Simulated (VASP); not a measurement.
The system is Cd4Se.

```
Cd Se
1.0
     4.10980    0.00000    0.00000
    -2.05490    3.55919    0.00000
     0.00000    0.00000    9.34474
Cd Se
4 1
Direct
  0.33333 0.66667 0.00000
  0.66667 0.33333 0.00000
  0.33333 0.66667 0.50000
  0.66667 0.33333 0.50000
  0.00000 0.00000 0.00000
```

The cell was built from a structure type or drawn by symmetry, and may not be a known phase.

| Item | Value |
| --- | --- |
| Program | VASP 6.6.1 |
| Task | relaxation of cell and atoms |
| Functional | PBE |
| Potentials or basis | VASP PAW PBE potentials, release 64 (Cd, Se) |
| Cutoff | 500 eV |
| k mesh | 5 × 5 × 2 |
| Occupations | gaussian, width 0.2 eV |
| Spin | no spin polarisation |

At the start: pressure 45.4 GPa; volume 27.34 Å³/atom.

**Question.** Where does the relaxation end?

**Answer.** Over 17 steps the energy falls by 2045.0 meV/atom and the volume is 28.78 Å³/atom (+5.3 %); space group P6/mmm (No. 191, to 0.1 Å) before and after.

Step by step:
| step | energy change (eV) | largest force (eV/Å) | pressure (GPa) | volume (Å³) |
| --- | --- | --- | --- | --- |
| 1 | 0.0000 | 0.0000 | 45.36 | 136.69 |
| 2 | -4.7080 | 0.0000 | -10.91 | 330.70 |
| 3 | -9.5479 | 0.0000 | -1.14 | 222.59 |
| 4 | -9.5674 | 0.0000 | -0.92 | 219.81 |
| 5 | -9.5890 | 0.0000 | -0.26 | 212.45 |
| 6 | -9.5882 | 0.0000 | -0.42 | 214.13 |
| 7 | -9.5995 | 0.0000 | -0.43 | 212.03 |
| 8 | -9.6369 | 0.0000 | -0.45 | 205.71 |
| 9 | -9.7316 | 0.0000 | -0.51 | 193.09 |
| 10 | -10.0135 | 0.0000 | -0.68 | 167.89 |
| 11 | -9.0421 | 0.0000 | 11.50 | 117.62 |
| 12 | -10.0854 | 0.0000 | -0.66 | 162.11 |
| 13 | -10.2105 | 0.0000 | 0.97 | 139.85 |
| 14 | -10.2144 | 0.0000 | 0.34 | 144.51 |
| 15 | -10.2152 | 0.0000 | 0.49 | 143.12 |
| 16 | -10.2027 | 0.0000 | -0.12 | 144.86 |
| 17 | -10.2249 | 0.0000 | 0.08 | 143.92 |

Final structure:
```cif
data_structure
_symmetry_space_group_name_H-M 'P 1'
_symmetry_Int_Tables_number 1
_cell_length_a 5.2203
_cell_length_b 5.2204
_cell_length_c 6.0982
_cell_angle_alpha 90.000
_cell_angle_beta 90.000
_cell_angle_gamma 120.000
_cell_volume 143.92
loop_
_atom_site_label
_atom_site_type_symbol
_atom_site_fract_x
_atom_site_fract_y
_atom_site_fract_z
_atom_site_occupancy
Cd1 Cd 0.33333 0.66667 0.00000 1
Cd2 Cd 0.66667 0.33333 0.00000 1
Cd3 Cd 0.33333 0.66667 0.50000 1
Cd4 Cd 0.66667 0.33333 0.50000 1
Se1 Se 0.00000 0.00000 0.00000 1
```

Caveat: a cell axis changed by over 15 % at a fixed basis, so the end point is rough.
